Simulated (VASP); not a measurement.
# TiO2 (spin) (I4_1/amd) in VASP: a series of runs

The runs below take TiO2 (spin) through single point, relaxation of cell and atoms, with PBE.

Program: VASP 6.6.1. These are calculated values, not measurements. Logs are shortened: lines on timing, memory, paths and dates and some standing lists are left out, and cuts for length are marked.

### Step 1. The cell of the first run

The structure is tetragonal, space group I4_1/amd (No. 141). Conventional cell: a = 3.799 Å, b = 3.799 Å, c = 9.701 Å, α = 90.00°, β = 90.00°, γ = 90.00°. Ti (site symmetry -4m2) has 6 O at 1.95 to 2.00 Å within 2.6 Å. Within 2.6 Å of O (site symmetry 2mm) lie 3 Ti at 1.95 to 2.00 Å and 2 O at 2.47 Å.

### Step 2. Single point, PBE

File INCAR:

```
SYSTEM = TiO2
ALGO     = Normal         ! electronic algorithm
EDIFF    = 1E-7           ! SCF threshold, eV
ENCUT    = 520            ! plane-wave cutoff, eV
GGA      = PE             ! functional
ISIF     = 2              ! what is computed and relaxed
ISMEAR   = 0              ! smearing method
LASPH    = .True.         ! aspherical terms in the spheres
LCHARG   = .False.        ! write CHGCAR
LREAL    = .False.        ! projectors in reciprocal space
LWAVE    = .False.        ! write WAVECAR
NBANDS   = 33             ! bands
NELM     = 100            ! most SCF steps
PREC     = Accurate       ! precision mode
SIGMA    = 0.02           ! smearing width, eV
```

File KPOINTS:

```
k-points
0
Gamma
  10 10 10
  0 0 0
```

File POSCAR:

```
TiO2
1.0
   -1.8993957335      1.8993957335      4.8504230800
    1.8993957335     -1.8993957335      4.8504230800
    1.8993957335      1.8993957335     -4.8504230800
Ti O
2 4
Direct
    0.0000000000      0.0000000000      0.0000000000
    0.7500000000      0.2500000000      0.5000000000
    0.2064519324      0.2064519324      0.0000000000
    0.9564519324      0.4564519324      0.5000000000
    0.5435480676      0.0435480676      0.5000000000
    0.7935480676      0.7935480676      0.0000000000
```

Potentials or basis: VASP PAW PBE potentials, release 64 (Ti_sv, O).

Started as:

```bash
> cat potpaw_PBE.64/Ti_sv/POTCAR potpaw_PBE.64/O/POTCAR > POTCAR
> mpirun -np 1 vasp_std > vasp.out
```

OUTCAR:

```text
SYSTEM = TiO2
   EDIFF = 1E-7
   ENCUT = 520
   GGA = PE
   ISIF = 2
   ISMEAR = 0
   LASPH = .True.
   LREAL = .False.
   NELM = 100
   PREC = Accurate

 ion  position               nearest neighbor table
   1  0.000  0.000  0.000-   5 1.95   4 1.95   5 1.95   4 1.95   3 2.00   6 2.00
   2  0.750  0.250  0.500-   6 1.95   3 1.95   6 1.95   3 1.95   4 2.00   5 2.00
   3  0.206  0.206  0.000-   2 1.95   2 1.95   1 2.00
   4  0.956  0.456  0.500-   1 1.95   1 1.95   2 2.00
   5  0.544  0.044  0.500-   1 1.95   1 1.95   2 2.00
   6  0.794  0.794  0.000-   2 1.95   2 1.95   1 2.00

  LATTYP: Found a body centered tetragonal cell.
 ALAT       =     3.7987914670
 C/A-ratio  =     2.5536664079

  Lattice vectors:

 A1 = (  -1.8993957335,   1.8993957335,   4.8504230800)
 A2 = (   1.8993957335,  -1.8993957335,   4.8504230800)
 A3 = (   1.8993957335,   1.8993957335,  -4.8504230800)

Analysis of symmetry for initial positions (statically):
=====================================================================
 Subroutine PRICEL returns:
 Original cell was already a primitive cell.

 Routine SETGRP: Setting up the symmetry group for a
 body centered tetragonal supercell.

 Subroutine GETGRP returns: Found 16 space group operations
 (whereof  8 operations were pure point group operations)
 out of a pool of 16 trial point group operations.

The static configuration has the point symmetry D_2d.
 The point group associated with its full space group is D_4h.

Analysis of symmetry for dynamics (positions and initial velocities):
=====================================================================
 Subroutine PRICEL returns:
 Original cell was already a primitive cell.

 Routine SETGRP: Setting up the symmetry group for a
 body centered tetragonal supercell.

 Subroutine GETGRP returns: Found 16 space group operations
 (whereof  8 operations were pure point group operations)
 out of a pool of 16 trial point group operations.

The dynamic configuration has the point symmetry D_2d.
 The point group associated with its full space group is D_4h.

 Subroutine INISYM returns: Found 16 space group operations
 (whereof  8 operations are pure point group operations),
 and found     1 'primitive' translations

----------------------------------------------------------------------------------------

[... 101 lines left out ...]
   LREAL  =      F    real-space projection
   EDIFFG = 0.1E-05   stopping-criterion for IOM
   NSW    =      0    number of steps for IOM
   IBRION =     -1    ionic relax: 0-MD 1-quasi-New 2-CG
   NFREE  =      0    steps in history (QN), initial steepest desc. (CG)
   ISIF   =      2    stress and relaxation
   ISYM   =      2    0-nonsym 1-usesym 2-fastsym
   POTIM  = 0.5000    time-step for ionic-motion
   TEBEG  =    0.0;   TEEND  =   0.0 temperature during run
   PSTRESS=    0.0 pullay stress
   NELECT =      48.0000    total number of electrons
   NUPDOWN=      -1.0000    fix difference up-down
   EMIN   =  10.00;   EMAX   =-10.00  energy-range for DOS
   EFERMI =   0.00;   METHOD = LEGACY
   ISMEAR =     0;   SIGMA  =   0.02  broadening in eV -4-tet -1-fermi 0-gaus
   EFERMI_NEDOS =   21; number of points for ismear=-14 and -15
   IALGO  =     38    algorithm
   IMIX   =      4    mixing-type and parameters
     AMIX     =   0.40;   BMIX     =  1.00
     AMIX_MAG =   1.60;   BMIX_MAG =  1.00
  volume/ion in A,a.u.               =      11.67        78.73
  Fermi-wavevector in a.u.,A,eV,Ry     =   1.443660  2.728123 28.356658  2.084156
  Thomas-Fermi vector in A             =   2.562043
   LORBIT       =      0    0 simple, 1 ext, 2 COOP (PROOUT), +10 PAW based schemes
   GGA     = PE    functional components
   LHFCALC =     F    Hartree Fock is set to
   AEXX    =    0.0000 exact exchange contribution
   IVDW    =     0    specifies the selected vdW correction
   LEPSILON=     F    determine dielectric tensor
   LRPA    =     F    only Hartree local field effects (RPA)
 non-spin polarized calculation
 Gauss-broadening in eV      SIGMA  =   0.02
  energy-cutoff  :      520.00
  volume of cell :       70.00
 maximum number of plane-waves:      1899
 NGX is ok and might be reduce to    42
   NGX = 21   NGY = 21   NGZ = 21

 number of electron      47.9999996 magnetization

 Free energy of the ion-electron system (eV)
  ---------------------------------------------------
  ext. energy  EPLUGINS =         0.00000000
  ---------------------------------------------------
  free energy    TOTEN  =       -53.86479248 eV

  energy without entropy =      -53.86479248  energy(sigma->0) =      -53.86479248

 E-fermi :   3.3680     XC(G=0): -10.5921

 val. band max:        3.1407244589   @ k =  -0.4000   0.4000   0.0000
 cond. band min:       5.2541981196   @ k =   0.0000   0.0000   0.0000
 fundamental gap:      2.1134736607
 Fermi energy:         3.3680488927

 k-point     1 :       0.0000    0.0000    0.0000
  band No.  band energies     occupation
      1     -53.3147      2.00000
      2     -53.2636      2.00000
      3     -29.7434      2.00000
      4     -29.5249      2.00000
      5     -29.5249      2.00000
      6     -29.4635      2.00000
[... 853 lines left out ...]
     32       9.4170      0.00000
     33      10.2989      0.00000

 [... further k-points ...]

------------------------ aborting loop because EDIFF is reached ----------------------------------------

  FORCE on cell =-STRESS in cart. coord.  units (eV):
  Direction    XX          YY          ZZ          XY          YZ          ZX
  --------------------------------------------------------------------------------------
  -------------------------------------------------------------------------------------
  Total        0.2868109      0.2868109      0.3092569      0.0000000     -0.0000000      0.0000000
  in kB        6.5650138      6.5650138      7.0787966      0.0000000     -0.0000000      0.0000000
  external PRESSURE =       6.7362747 kB  Pullay stress =       0.0000000 kB

 VOLUME and BASIS-vectors are now :
 -----------------------------------------------------------------------------
  energy-cutoff  :      520.00
  volume of cell :       70.00
      direct lattice vectors                 reciprocal lattice vectors
    -1.899395734  1.899395734  4.850423080     0.000000000  0.263241615  0.103083791
     1.899395734 -1.899395734  4.850423080     0.263241615  0.000000000  0.103083791
     1.899395734  1.899395734 -4.850423080     0.263241615  0.263241615  0.000000000

 POSITION                                       TOTAL-FORCE (eV/Angst)
 -----------------------------------------------------------------------------------
      0.00000      0.00000      0.00000        -0.000000     -0.000000     -0.000000
      0.00000      1.89940      2.42521        -0.000000     -0.000000     -0.000000
      0.00000      0.00000      2.00276        -0.000000      0.000000      0.018275
      0.00000      1.89940      4.42797         0.000000     -0.000000      0.018275
      0.00000      1.89940      0.42245         0.000000     -0.000000     -0.018275
      0.00000      0.00000      7.69809        -0.000000      0.000000     -0.018275
 -----------------------------------------------------------------------------------
    total drift:                               -0.000000     -0.000000     -0.000000

  FREE ENERGIE OF THE ION-ELECTRON SYSTEM (eV)
  ---------------------------------------------------
  free  energy   TOTEN  =       -53.8647924836 eV

  energy  without entropy=      -53.8647924836  energy(sigma->0) =      -53.86479248
```

Run time: 11 min. Hardware: 1 thread of AMD EPYC 7R43 (Zen 3), shared host; peak memory 0.32 GiB.

Results:

```
Free energy            : -53.8648 eV
Pressure               : 0.7 GPa
Largest force          : 0.018 eV/Å
Band gap on the k mesh : 2.11 eV, indirect (least direct gap 2.41 eV)
```

Forces on the atoms (eV/Å):
```
Ti   0.000  0.000  0.000
Ti   0.000  0.000  0.000
O    0.000  0.000  0.018
O    0.000  0.000  0.018
O    0.000  0.000 -0.018
O    0.000  0.000 -0.018
```

Levels at points of the mesh, in eV from the valence-band top:
```
           k point  band 20  band 21  band 22  band 23  band 24  band 25  band 26  band 27  band 28  band 29
(0.00, 0.00, 0.00)    -0.79    -0.79    -0.78    -0.41    -0.41     2.11     2.78     3.97     3.97     3.98
(0.50, 0.00, 0.00)    -1.89    -1.87    -0.87    -0.84    -0.63     3.19     3.46     3.51     3.52     4.20
(0.50, 0.50, 0.00)    -2.56    -1.97    -1.97    -0.04    -0.04     3.21     3.21     3.69     3.69     4.78
(0.50, 0.50, 0.50)    -1.32    -1.23    -1.23    -0.09    -0.09     2.44     2.44     3.70     3.70     4.26
```

A k mesh can miss the band edges. As with any semilocal functional, this PBE gap is likely too small.

### Step 3. Relaxation of cell and atoms, PBE

This run uses another cell than the first one, of 11.35 Å³/atom, 0.973 times its volume.

File INCAR:

```
SYSTEM = TiO2
  PREC = Accurate
  ENCUT = 600
  EDIFF = 1E-7
  ISMEAR = 0
  SIGMA = 0.02
  LREAL = .FALSE.
  LASPH = .TRUE.
  NELM = 100
  ALGO = Normal
  ISIF = 3
  LWAVE = .FALSE.
  LCHARG = .FALSE.
  GGA = PE
  IBRION = 2
  NSW = 100
  EDIFFG = -0.002
```

File KPOINTS:

```
regular mesh
0
G
  10 10 10
  0 0 0
```

File POSCAR:

```
TiO2
1.0
   -1.8921000000      1.8921000000      4.7573000000
    1.8921000000     -1.8921000000      4.7573000000
    1.8921000000      1.8921000000     -4.7573000000
Ti O
2 4
Direct
    0.0000000000      0.0000000000      0.0000000000
    0.7500000000      0.2500000000      0.5000000000
    0.2081000000      0.2081000000      0.0000000000
    0.9581000000      0.4581000000      0.5000000000
    0.5419000000      0.0419000000      0.5000000000
    0.7919000000      0.7919000000      0.0000000000
```

Potentials or basis: VASP PAW PBE potentials, release 64 (Ti_sv, O).

Started as:

```bash
> cat potpaw_PBE.64/Ti_sv/POTCAR potpaw_PBE.64/O/POTCAR > POTCAR
> mpirun -np 1 vasp_std > vasp.out
```

It took 1.5 h on 1 thread of AMD EPYC 7R43 (Zen 3), shared host; peak memory 0.45 GiB.

It converged, with:

* Free energy: -53.8689 eV
* Relaxed volume: 11.69 Å³/atom
* Relaxed cell: a = 5.548 Å, b = 5.548 Å, c = 5.548 Å, α = 139.93°, β = 139.93°, γ = 57.96°
* Space group after relaxing (to 0.05 Å): I4_1/amd (No. 141)
* Energy gained by relaxing: 5.7 meV/atom
* Ionic steps: 12
* Pressure after relaxing: 0.0 GPa
* Band gap on the k mesh: 2.11 eV, indirect (least direct gap 2.40 eV)

The path:
```
step  energy change (eV)  largest force (eV/Å)  pressure (GPa)  volume (Å³)
   1              0.0000                0.1231            5.64        68.13
   2              0.0178                0.3182           -6.24        72.14
   3             -0.0307                0.0869            0.03        69.86
   4             -0.0307                0.0830            0.14        69.83
   5             -0.0317                0.0438            0.08        69.91
   6             -0.0323                0.0127           -0.01        70.03
   7             -0.0330                0.0080           -0.07        70.08
   8             -0.0341                0.0044           -0.28        70.22
   9             -0.0341                0.0071           -0.32        70.26
  10             -0.0341                0.0082            0.25        70.08
  11             -0.0342                0.0016            0.02        70.15
  12             -0.0342                0.0012           -0.01        70.16
```

Final structure:
```xyz
6
Lattice="-1.9010 1.9010 4.8537 1.9010 -1.9010 4.8537 1.9010 1.9010 -4.8537" Properties=species:S:1:pos:R:3 pbc="T T T"
Ti    0.0000    0.0000    0.0000
Ti    0.0000    1.9010    2.4268
O     0.0000    0.0000    2.0045
O     0.0000    1.9010    4.4313
O     0.0000    1.9010    0.4223
O     0.0000    0.0000    7.7028
```

Levels at points of the mesh, in eV from the valence-band top:
| k point | band 21 | band 22 | band 23 | band 24 | band 25 | band 26 | band 27 | band 28 |
| --- | --- | --- | --- | --- | --- | --- | --- | --- |
| (0.00, 0.00, 0.00) | -0.79 | -0.78 | -0.41 | -0.41 | 2.11 | 2.77 | 3.95 | 3.95 |
| (0.50, 0.00, 0.00) | -1.87 | -0.87 | -0.85 | -0.63 | 3.18 | 3.45 | 3.50 | 3.51 |
| (0.50, 0.50, 0.00) | -1.97 | -1.97 | -0.04 | -0.04 | 3.20 | 3.20 | 3.67 | 3.67 |
| (0.50, 0.50, 0.50) | -1.23 | -1.23 | -0.09 | -0.09 | 2.43 | 2.43 | 3.68 | 3.68 |

A k mesh can miss the band edges. Zero-point motion and thermal expansion aren't in these numbers.

### Step 4. Single point, PBE, collinear spin, ferromagnetic start

This run uses another cell than the first one, of 11.35 Å³/atom, 0.973 times its volume.

File INCAR:

```
SYSTEM = TiO2
PREC     = Accurate       ! precision mode
ENCUT    = 520            ! plane-wave cutoff, eV
EDIFF    = 1E-7           ! SCF threshold, eV
ISMEAR   = 0              ! smearing method
SIGMA    = 0.1            ! smearing width, eV
LREAL    = .False.        ! projectors in reciprocal space
LASPH    = .True.         ! aspherical terms in the spheres
NELM     = 150            ! most SCF steps
ALGO     = Normal         ! electronic algorithm
ISIF     = 2              ! what is computed and relaxed
LWAVE    = .False.        ! write WAVECAR
LCHARG   = .True.         ! write CHGCAR
ISPIN    = 2              ! spin polarisation
MAGMOM   = 1 1 0 0 0 0    ! initial moments
LORBIT   = 11             ! projections on sites
LMAXMIX  = 4              ! l up to which the mixer works
GGA      = PE             ! functional
LELF     = .True.         ! ELF
LVHAR    = .True.       
NBANDS   = 37             ! bands
```

File KPOINTS:

```
regular mesh
0
Gamma
  6 6 6
  0 0 0
```

POSCAR is that of step 3.

Potentials or basis: VASP PAW PBE potentials, release 64 (Ti_sv, O).

Started as:

```bash
> cat potpaw_PBE.64/Ti_sv/POTCAR potpaw_PBE.64/O/POTCAR > POTCAR
> mpirun -np 1 vasp_std > vasp.out
```

OUTCAR:

```text
SYSTEM = TiO2
   PREC = Accurate
   ENCUT = 520
   EDIFF = 1E-7
   ISMEAR = 0
   LREAL = .False.
   LASPH = .True.
   NELM = 150
   ISIF = 2
   ISPIN = 2
   LORBIT = 11
   GGA = PE

 ion  position               nearest neighbor table
   1  0.000  0.000  0.000-   5 1.93   4 1.93   5 1.93   4 1.93   3 1.98   6 1.98
   2  0.750  0.250  0.500-   6 1.93   3 1.93   6 1.93   3 1.93   4 1.98   5 1.98
   3  0.208  0.208  0.000-   2 1.93   2 1.93   1 1.98
   4  0.958  0.458  0.500-   1 1.93   1 1.93   2 1.98
   5  0.542  0.042  0.500-   1 1.93   1 1.93   2 1.98
   6  0.792  0.792  0.000-   2 1.93   2 1.93   1 1.98

  LATTYP: Found a body centered tetragonal cell.
 ALAT       =     3.7842000000
 C/A-ratio  =     2.5142962846

[... 2118 lines left out ...]
      0.00000      0.00000      0.00000        -0.000000     -0.000000     -0.000000
      0.00000      1.89210      2.37865        -0.000000     -0.000000     -0.000000
      0.00000      0.00000      1.97999         0.000000      0.000000      0.123677
      0.00000      1.89210      4.35864         0.000000      0.000000      0.123677
      0.00000      1.89210      0.39866        -0.000000     -0.000000     -0.123677
      0.00000      0.00000      7.53461         0.000000      0.000000     -0.123677
 -----------------------------------------------------------------------------------
    total drift:                                0.000000      0.000000      0.000000

  FREE ENERGIE OF THE ION-ELECTRON SYSTEM (eV)
  ---------------------------------------------------
  free  energy   TOTEN  =       -53.8258776127 eV

  energy  without entropy=      -53.8258776127  energy(sigma->0) =      -53.82587761

 total charge

# of ion       s       p       d       tot
------------------------------------------
    1        2.226   6.301   1.753  10.280
    2        2.226   6.301   1.753  10.280
    3        1.573   3.507   0.000   5.080
    4        1.573   3.507   0.000   5.080
    5        1.573   3.507   0.000   5.080
    6        1.573   3.507   0.000   5.080
--------------------------------------------------
tot         10.742  26.631   3.507  40.880

 magnetization (x)

# of ion       s       p       d       tot
------------------------------------------
    1        0.000  -0.000  -0.000   0.000
    2        0.000  -0.000  -0.000   0.000
    3       -0.000  -0.000   0.000  -0.000
    4       -0.000  -0.000   0.000  -0.000
    5       -0.000  -0.000   0.000  -0.000
    6       -0.000  -0.000   0.000  -0.000
--------------------------------------------------
tot          0.000  -0.000  -0.000  -0.000
```

OSZICAR:

```text
N       E                     dE             d eps       ncg     rms          rms(c)
DAV:   1     0.651683071194E+03    0.65168E+03   -0.23786E+04  4440   0.151E+03
DAV:   2     0.241471891831E+02   -0.62754E+03   -0.57310E+03  4757   0.463E+02
DAV:   3    -0.651132636634E+02   -0.89260E+02   -0.87238E+02  5710   0.174E+02
DAV:   4    -0.704698223278E+02   -0.53566E+01   -0.53393E+01  6500   0.392E+01
DAV:   5    -0.706460619201E+02   -0.17624E+00   -0.17622E+00  5615   0.542E+00    0.340E+01
DAV:   6    -0.543616457193E+02    0.16284E+02   -0.48880E+01  5767   0.795E+01    0.118E+01
DAV:   7    -0.540463140777E+02    0.31533E+00   -0.88432E+00  4878   0.294E+01    0.104E+01
DAV:   8    -0.539813669530E+02    0.64947E-01   -0.41271E-01  5096   0.430E+00    0.850E+00
DAV:   9    -0.540547430151E+02   -0.73376E-01   -0.88640E-01  6383   0.129E+01    0.434E+00
DAV:  10    -0.538774094405E+02    0.17733E+00   -0.20477E-01  5308   0.447E+00    0.206E+00
DAV:  11    -0.538299951390E+02    0.47414E-01   -0.96662E-02  6012   0.280E+00    0.711E-01
DAV:  12    -0.538269458602E+02    0.30493E-02   -0.10124E-02  6274   0.877E-01    0.428E-01
DAV:  13    -0.538261181028E+02    0.82776E-03   -0.15404E-03  5334   0.239E-01    0.240E-01
DAV:  14    -0.538260492520E+02    0.68851E-04   -0.11966E-04  4944   0.896E-02    0.164E-01
DAV:  15    -0.538259208932E+02    0.12836E-03   -0.23408E-04  4830   0.788E-02    0.654E-02
DAV:  16    -0.538258771527E+02    0.43740E-04   -0.94397E-05  5742   0.627E-02    0.117E-02
DAV:  17    -0.538258775634E+02   -0.41067E-06   -0.10188E-05  5255   0.172E-02    0.820E-03
DAV:  18    -0.538258776127E+02   -0.49292E-07   -0.65878E-07  5827   0.797E-03
   1 F= -.53825878E+02 E0= -.53825878E+02  d E =-.271038E-17  mag=     0.0000
```

stdout:

```text
POSCAR found type information on POSCAR TiO
 POSCAR found :  2 types and       6 ions
 scaLAPACK will be used
 LDA part: xc-table for (Slater+PW92), standard interpolation
 POSCAR, INCAR and KPOINTS ok, starting setup
 FFT: planning ... GRIDC
 FFT: planning ... GRID_SOFT
 FFT: planning ... GRID
 WAVECAR not read
 entering main loop
```

It took 9.6 min on 1 thread of AMD EPYC 7R43 (Zen 3), shared host; peak memory 0.33 GiB.

Results:

```yaml
Free_energy: -53.8259 eV
Pressure: 5.9 GPa
Largest_force: 0.124 eV/Å
Band_gap_on_the_k_mesh: 2.14 eV, indirect (least direct gap 2.45 eV)
Net_moment: 0.00 μB per cell
Valence_electrons_inside_the_program's_atomic_spheres: Ti 10.28; O 5.08
```

Forces in eV/Å, atoms in the order of the input:
```
Ti   0.000  0.000  0.000
Ti   0.000  0.000  0.000
O    0.000  0.000  0.124
O    0.000  0.000  0.124
O    0.000  0.000 -0.124
O    0.000  0.000 -0.124
```

A k mesh can miss the band edges. Expect the measured gap to be larger: semilocal functionals such as PBE lack the derivative discontinuity.

### Step 5. Overview

| task | spin | cell | k mesh | cutoff (eV) | smearing | gap on the mesh (eV) | pressure (GPa) | largest force (eV/Å) |
| --- | --- | --- | --- | --- | --- | --- | --- | --- |
| single point | off | a = 5.545 Å, angles 139.9, 139.9, 58.0°, 6 atoms | 10 × 10 × 10 | 520 | gaussian 0.02 eV | 2.11 | 0.7 | 0.02 |
| relaxation of cell and atoms | off | relaxed from a = 5.458 Å, angles 139.4, 139.4, 58.7°, 6 atoms | 10 × 10 × 10 | 600 | gaussian 0.02 eV | 2.11 | 0.0 | - |
| single point | collinear, ferromagnetic start | a = 5.458 Å, angles 139.4, 139.4, 58.7°, 6 atoms | 6 × 6 × 6 | 520 | gaussian 0.1 eV | 2.14 | 5.9 | 0.12 |

Alike in all rows: level PBE; potentials or basis VASP PAW PBE potentials, release 64 (Ti_sv, O).

Total energies depend on the potentials used, so only differences within one code and one set of settings carry meaning.
